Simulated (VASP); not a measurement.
Here is a VASP 6.6.1 calculation.

Contents of INCAR:

```
  ALGO = Normal
  EDIFF = 1E-7
  ENCUT = 520
  GGA = PE
  ISIF = 2
  ISMEAR = 0
  LASPH = T
  LCHARG = F
  LREAL = F
  LWAVE = F
  NBANDS = 40
  NELM = 100
  PREC = Accurate
  SIGMA = 0.1
```

The input KPOINTS:

```
k-points
0
Gamma
  6 6 4
```

File POSCAR:

```
Sc2Ta3O
1.0
    5.2471455837      0.0000000000      0.0000000000
   -2.6235727918      4.5441613728      0.0000000000
    0.0000000000      0.0000000000      5.4262218862
Sc Ta O
2 3 1
Direct
    0.6666666667      0.3333333333      0.0000000000
    0.3333333333      0.6666666667      0.0000000000
    0.5000000000      0.5000000000      0.5000000000
    0.5000000000      0.0000000000      0.5000000000
    0.0000000000      0.5000000000      0.5000000000
    0.0000000000      0.0000000000      0.0000000000
```

Potentials or basis: VASP PAW PBE potentials, release 64 (Sc_sv, Ta_pv, O).

Command:

```sh
$ cat potpaw_PBE.64/Sc_sv/POTCAR potpaw_PBE.64/Ta_pv/POTCAR potpaw_PBE.64/O/POTCAR > POTCAR
$ mpirun -np 1 vasp_std > vasp.out
```

Question: Predict the pressure.

Answer: 0.0 GPa.

Question: What does it give for the band gap on the k mesh?

Answer: Zero (an odd number of electrons rules out a gap without spin polarisation).

Stress tensor (GPa, compression positive):
```
 0.02  0.00  0.00
 0.00  0.02  0.00
 0.00  0.00 -0.16
```

Caveat: spin-orbit coupling is left out, which moves the levels of the heavy elements; an odd number of electrons without spin polarisation forces a metal; a magnetic or distorted state may lie lower.
